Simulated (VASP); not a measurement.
The system is TiAl6.

```
CELL_PARAMETERS angstrom
7.73545 0.00000 0.00000
-3.86772 6.69910 0.00000
0.00000 0.00000 2.82389
ATOMIC_POSITIONS crystal
Ti 0.00000 0.00000 0.00000
Al 0.33342 0.00000 0.50000
Al 0.66658 0.00000 0.50000
Al 0.00000 0.33342 0.50000
Al 0.00000 0.66658 0.50000
Al 0.66658 0.66658 0.50000
Al 0.33342 0.33342 0.50000
```

- Program: VASP 6.6.1
- Task: relaxation of cell and atoms
- Functional: PBE
- Potentials or basis: VASP PAW PBE potentials, release 64 (Ti_sv, Al)
- Cutoff: 600 eV
- k mesh: 3 × 3 × 6
- Occupations: gaussian, width 0.1 eV
- Spin: no spin polarisation

At the start: pressure -0.3 GPa; volume 20.91 Å³/atom.

Task: Where does the relaxation end?

Result: Over 5 steps the energy falls by 5.8 meV/atom and the volume is 20.95 Å³/atom (+0.2 %); space group P6/mmm (No. 191, to 0.05 Å).

The path:
```tsv
step	energy change (eV)	largest force (eV/Å)	pressure (GPa)	volume (Å³)
1	0.0000	0.0419	-0.29	146.34
2	-0.0391	0.0013	0.41	145.51
3	-0.0392	0.0040	0.46	145.46
4	-0.0392	0.0028	0.44	145.48
5	-0.0408	0.0180	-0.05	146.68
```

Final structure:
```xyz
7
Lattice="7.6623 0.0000 0.0000 -3.8312 6.6357 0.0000 0.0000 0.0000 2.8848" Properties=species:S:1:pos:R:3 pbc="T T T"
Ti   -3.8312    6.6357    0.0000
Al   -1.2784    6.6357    1.4424
Al    5.1096    0.0000    1.4424
Al    6.3859    2.2107    1.4424
Al   -2.5548    4.4250    1.4424
Al    2.5548    4.4250    1.4424
Al    1.2764    2.2107    1.4424
```

Caveat: the k points lie up to 0.36 Å⁻¹ apart in the final cell.
